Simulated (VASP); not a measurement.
Write the native input for VASP 6.6.1 that does the following.

```
Task                   : relaxation of cell and atoms
Functional             : r2SCAN
Potentials or basis    : VASP PAW PBE potentials, release 64 (W_sv)
Cutoff                 : 520 eV
k mesh                 : 18 × 18 × 18
Occupations            : gaussian, width 0.1 eV
Spin                   : no spin polarisation
Further INCAR settings : ALGO = Normal; EDIFF = 1e-07; IBRION = 2; EDIFFG = -0.002; NSW = 80; ISIF = 3
```

The structure of W lies in POSCAR:

```
W
1.0
   -1.5823450000      1.5823450000      1.5823450000
    1.5823450000     -1.5823450000      1.5823450000
    1.5823450000      1.5823450000     -1.5823450000
W
1
Direct
    0.0000000000      0.0000000000      0.0000000000
```

These files were run (other wordings do the same):

INCAR

```
SYSTEM = W
  PREC = Accurate
  ENCUT = 520
  EDIFF = 1E-7
  ISMEAR = 0
  SIGMA = 0.1
  LREAL = .FALSE.
  LASPH = .TRUE.
  NELM = 100
  ALGO = Normal
  ISIF = 3
  LWAVE = .FALSE.
  LCHARG = .FALSE.
  METAGGA = R2SCAN
  LMIXTAU = .TRUE.
  IBRION = 2
  NSW = 80
  EDIFFG = -0.002
```

KPOINTS

```
Automatic mesh
0
G
  18 18 18
  0 0 0
```

Potentials or basis: VASP PAW PBE potentials, release 64 (W_sv).

Launch:

```console
$ cat potpaw_PBE.64/W_sv/POTCAR > POTCAR
$ mpirun -np 1 vasp_std > vasp.out
```

Results of the run:

The relaxed volume is 15.97 Å³/atom, the relaxed cell is a = 2.748 Å, b = 2.748 Å, c = 2.748 Å, α = 109.47°, β = 109.47°, γ = 109.47° and the space group after relaxing (to 0.1 Å) is Im-3m (No. 229). The energy gained by relaxing is 0.9 meV/atom. The ionic steps are 3 and the pressure after relaxing is 0.0 GPa. The band gap on the k mesh is zero (bands 7 and 8 overlap by 6.56 eV).

Caveat: the PAW data sets were made with another functional, which shifts forces and pressure a little; spin-orbit coupling is left out, which moves the levels of the heavy elements.

Run time: 3.7 min on 1 thread of Intel(R) Xeon(R) Platinum 8488C (Sapphire Rapids) (shared host), peak memory 0.16 GiB.
